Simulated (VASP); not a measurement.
Here is a VASP 6.6.1 calculation.

POSCAR

```
GaN
1.0
    0.0000000000      2.2488896870      2.2488896870
    2.2488896870      0.0000000000      2.2488896870
    2.2488896870      2.2488896870      0.0000000000
Ga N
1 1
Direct
    0.0000000000      0.0000000000      0.0000000000
    0.2500000000      0.2500000000      0.2500000000
```

INCAR.step1

```
ALGO = Normal
EDIFF = 1E-5
ENCUT = 520
GGA = PE
ISIF = 2
ISMEAR = -1
LASPH = True
LCHARG = False
LREAL = False
LWAVE = True
NBANDS = 16
NELM = 60
PREC = Accurate
SIGMA = 0.05
```

Contents of INCAR.step2:

```
ALGO = Normal
EDIFF = 1E-6
ENCUT = 520
GGA = PE
HFSCREEN = 0.2079
ISIF = 2
ISMEAR = -1
ISTART = 1
LASPH = True
LCHARG = False
LHFCALC = True
LREAL = False
LWAVE = False
NBANDS = 16
NELM = 60
PREC = Accurate
PRECFOCK = Normal
SIGMA = 0.05
```

Contents of KPOINTS:

```
k-points
0
Gamma
  5 5 5
```

Potentials or basis: VASP PAW PBE potentials, release 64 (Ga_d, N).

Command:

```console
$ cat potpaw_PBE.64/Ga_d/POTCAR potpaw_PBE.64/N/POTCAR > POTCAR
$ cp INCAR.step1 INCAR
$ mpirun -np 1 vasp_std > vasp.out
$ cp INCAR.step2 INCAR
$ mpirun -np 1 vasp_std > vasp.out
```

Predict the band gap on the k mesh.

3.03 eV.

What does it give for the pressure?

-0.1 GPa.

Caveat: the k points lie up to 0.48 Å⁻¹ apart; the PAW data sets were made with another functional, which shifts forces and pressure a little.
